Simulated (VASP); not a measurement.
# Rb: single point with r2SCAN0

Rb:

```xyz
1
Lattice="-2.8677 2.8677 2.8677 2.8677 -2.8677 2.8677 2.8677 2.8677 -2.8677" Properties=species:S:1:pos:R:3 pbc="T T T"
Rb    0.0000    0.0000    0.0000
```

```json
{
 "Program": "VASP 6.6.1",
 "Task": "single point",
 "Functional": "r2SCAN0",
 "Potentials or basis": "VASP PAW PBE potentials, release 64 (Rb_sv)",
 "Cutoff": "520 eV",
 "k mesh": "4 × 4 × 4",
 "Occupations": "fermi-dirac, width 0.1 eV",
 "Spin": "no spin polarisation"
}
```

```json
{"Pressure": "0.1 GPa", "Band gap on the k mesh": "zero (an odd number of electrons rules out a gap without spin polarisation)"}
```

Levels at points of the mesh, in eV from the Fermi level:
| k point | band 1 | band 2 | band 3 | band 4 | band 5 | band 6 | band 7 | band 8 | band 9 |
| --- | --- | --- | --- | --- | --- | --- | --- | --- | --- |
| (0.00, 0.00, 0.00) | -32.62 | -15.10 | -15.10 | -15.10 | -2.72 | 4.75 | 4.75 | 4.75 | 5.72 |
| (0.50, 0.00, 0.00) | -32.62 | -15.19 | -15.13 | -15.10 | 0.73 | 1.05 | 3.49 | 5.36 | 5.94 |
| (0.50, 0.50, 0.50) | -32.61 | -15.17 | -15.17 | -15.17 | 1.92 | 1.92 | 3.92 | 3.92 | 3.92 |

Run time: 3.6 min on 1 thread of AMD EPYC 7R13 Processor (Zen 3) (shared host), peak memory 0.23 GiB.

Caveat: the k points lie up to 0.39 Å⁻¹ apart, too coarse for converged energies and pressures of a metal; the PAW data sets were made with another functional, which shifts forces and pressure a little.
